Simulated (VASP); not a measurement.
TiSi4Mo:

```
Ti Si Mo
1.0
     3.67319    0.00000    0.00000
     0.00000    1.81858    6.96406
     0.00000   -1.81858    6.96406
Ti Si Mo
1 4 1
Direct
  0.50000 0.10312 0.10312
  0.50000 0.44175 0.44175
  0.00000 0.55825 0.55825
  0.50000 0.75031 0.75031
  0.00000 0.24969 0.24969
  0.00000 0.89688 0.89688
```

- Program: VASP 6.6.1
- Task: relaxation of cell and atoms
- Functional: PBE
- Potentials or basis: VASP PAW PBE potentials, release 64 (Ti_sv, Si, Mo_sv)
- Cutoff: 600 eV
- k mesh: 6 × 6 × 6
- Occupations: gaussian, width 0.1 eV
- Spin: no spin polarisation

At the start: pressure -11.1 GPa; volume 15.51 Å³/atom.

Question: Where does the relaxation end?

Answer: Over 11 steps the energy falls by 58.8 meV/atom and the volume is 14.25 Å³/atom (-8.1 %); space group Amm2 (No. 38, to 0.1 Å) before and after.

The path:
| step | energy change (eV) | largest force (eV/Å) | pressure (GPa) | volume (Å³) |
| --- | --- | --- | --- | --- |
| 1 | 0.0000 | 0.9151 | -11.09 | 93.04 |
| 2 | -0.0599 | 0.8942 | 14.42 | 79.32 |
| 3 | -0.3105 | 0.5477 | 0.30 | 85.37 |
| 4 | -0.3105 | 0.5361 | 0.59 | 85.22 |
| 5 | -0.3381 | 0.2994 | 0.53 | 85.20 |
| 6 | -0.3433 | 0.1673 | 0.59 | 85.19 |
| 7 | -0.3485 | 0.1406 | -0.69 | 85.86 |
| 8 | -0.3485 | 0.1415 | -0.74 | 85.88 |
| 9 | -0.3517 | 0.0963 | 0.12 | 85.45 |
| 10 | -0.3517 | 0.0945 | 0.15 | 85.43 |
| 11 | -0.3527 | 0.0394 | 0.11 | 85.49 |

Final structure:
```
Ti Si Mo
1.0
     3.57441    0.00000    0.00000
     0.00000    1.75536    6.81246
     0.00000   -1.75536    6.81246
Ti Si Mo
1 4 1
Direct
  0.50000 0.10636 0.10636
  0.50000 0.44301 0.44301
  0.00000 0.56302 0.56302
  0.50000 0.74990 0.74990
  0.00000 0.24674 0.24674
  0.00000 0.89097 0.89097
```
